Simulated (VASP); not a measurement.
Wanted: the native input for a VASP 6.6.1 run.

```
Task                   : single point
Functional             : PBE
Potentials or basis    : VASP PAW PBE potentials, release 64 (As, Ga_d)
Cutoff                 : 520 eV
k mesh                 : 2 × 2 × 1
Occupations            : gaussian, width 0.05 eV
Spin                   : no spin polarisation
Dipole correction      : yes
Further INCAR settings : LREAL = Auto; ALGO = Normal; EDIFF = 1e-06; NBANDS = 86
```

The structure of GaAs lies in POSCAR:

```
GaAs
1.0
    8.1252007246      0.0000000000      0.0000000000
   -4.0626003623      7.0366302384      0.0000000000
    0.0000000000      0.0000000000     24.9622741319
As Ga
8 8
Direct
    0.5000000000      0.0000000000      0.3204836209
    0.5000000000      0.5000000000      0.3204836209
    0.0000000000      0.0000000000      0.3204836209
    0.0000000000      0.5000000000      0.3204836209
    0.6665829609      0.8337895582      0.4645131799
    0.6652200321      0.3330639551      0.4639684266
    0.1666240505      0.8340610525      0.4638145416
    0.1667804957      0.3333360010      0.4637000907
    0.1666666667      0.8333333333      0.3537047458
    0.1666666667      0.3333333333      0.3537047458
    0.6666666667      0.8333333333      0.3537047458
    0.6666666667      0.3333333333      0.3537047458
    0.3322519654      0.6664506195      0.4835668335
    0.3325346041      0.1666351166      0.4868907498
    0.8333815258      0.6662885971      0.4835960878
    0.8335925340      0.1681869728      0.4835110928
```

These files were run (other wordings do the same):

INCAR

```
SYSTEM = GaAs
PREC = Accurate ; ENCUT = 520
EDIFF = 1E-6 ; ISMEAR = 0
SIGMA = 0.05 ; LREAL = Auto
LASPH = .True. ; NELM = 60
ALGO = Normal ; ISIF = 2
LWAVE = .False. ; LCHARG = .True.
LDIPOL = .True. ; IDIPOL = 3
DIPOL = 0.5 0.5 0.406 ; GGA = PE
LELF = .True. ; LVHAR = .True.
LVACPOTAV = .True. ; NBANDS = 86
```

KPOINTS

```
regular mesh
0
Gamma
  2 2 1
  0 0 0
```

Potentials or basis: VASP PAW PBE potentials, release 64 (As, Ga_d).

Command:

```sh
$ cat potpaw_PBE.64/As/POTCAR potpaw_PBE.64/Ga_d/POTCAR > POTCAR
$ mpirun -np 1 vasp_std > vasp.out
```

Results of the run:

* Largest force: 0.179 eV/Å
* Band gap on the k mesh: zero (filled and empty bands touch)

Caveat: the k points lie up to 0.45 Å⁻¹ apart.

Run time: 29 min on 1 thread of Intel Xeon 6975P-C, on a shared host, peak memory 1.3 GiB.
